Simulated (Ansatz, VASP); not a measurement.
# Two plane-wave programs on Al

INCAR

```
SYSTEM = Al
PREC = Accurate ; ENCUT = 520
EDIFF = 1E-6 ; ISMEAR = 0
SIGMA = 0.15 ; LREAL = .FALSE.
LASPH = .TRUE. ; NELM = 60
ALGO = Fast ; ISIF = 2
LWAVE = .FALSE. ; LCHARG = .FALSE.
GGA = PE ; NBANDS = 10
```

Contents of KPOINTS:

```
regular mesh
0
G
  20 20 12
  0 0 0
```

The input POSCAR:

```
Al
1.0
   -1.6175102401      1.6175102401      1.6175102401
    1.6175102401     -1.6175102401      1.6175102401
    3.2350204801      3.2350204801      0.0000000000
Al
2
Direct
    0.0786940091     -0.1167154067      0.0000000000
    0.4213059909      0.6167154067      0.5000000000
```

Input for Ansatz:

```yaml
crystal:
  lattice:
    - [-1.6175102401, 1.6175102401, 1.6175102401]
    - [1.6175102401, -1.6175102401, 1.6175102401]
    - [3.2350204801, 3.2350204801, 0.0]
  atoms:
    - { symbol: Al, position: [0.0786940091, -0.1167154067, 0.0] }
    - { symbol: Al, position: [0.4213059909, 0.6167154067, 0.5] }
basis:
  ecutwfc: 420
kpoints:
  mp_grid: { grid: [20, 20, 12] }
hamiltonian:
  xc: pbe
scf:
  occupations: { method: gaussian, width: 0.15 }
output:
  forces: true
  stress: true
  eigenvalues: true
```

Change from the starting cell: mode 1 frozen in at -0.447 Å and mode 5 at -0.061 Å (largest displacements).

Alike in both runs: task single point; functional PBE; k mesh 20 × 20 × 12; occupations gaussian, width 0.15 eV; no spin polarisation.

|  | VASP | Ansatz |
| --- | --- | --- |
| version | VASP 6.6.1 | Ansatz 0.2.0 |
| potentials or method | VASP PAW PBE potentials, release 64 (Al), cutoff 520 eV | scalar-relativistic, plane waves, PAW |
| valence electrons in the cell | 6 | 6 |

```tsv
	VASP	Ansatz	Ansatz less VASP
gap on the k mesh at the Fermi level (eV)	none	none	-
pressure (GPa)	1.5	1.6	+0.03
traceless stress, the component that is largest in VASP (GPa)	-4.36	-4.37	-0.019
rms of the force components (eV/Å)	0.197	0.198	+0.0006
```

Atom by atom the forces differ by 0.001 eV/Å (rms over components). A gap of «none» marks a metal or a gap that the smearing closes.
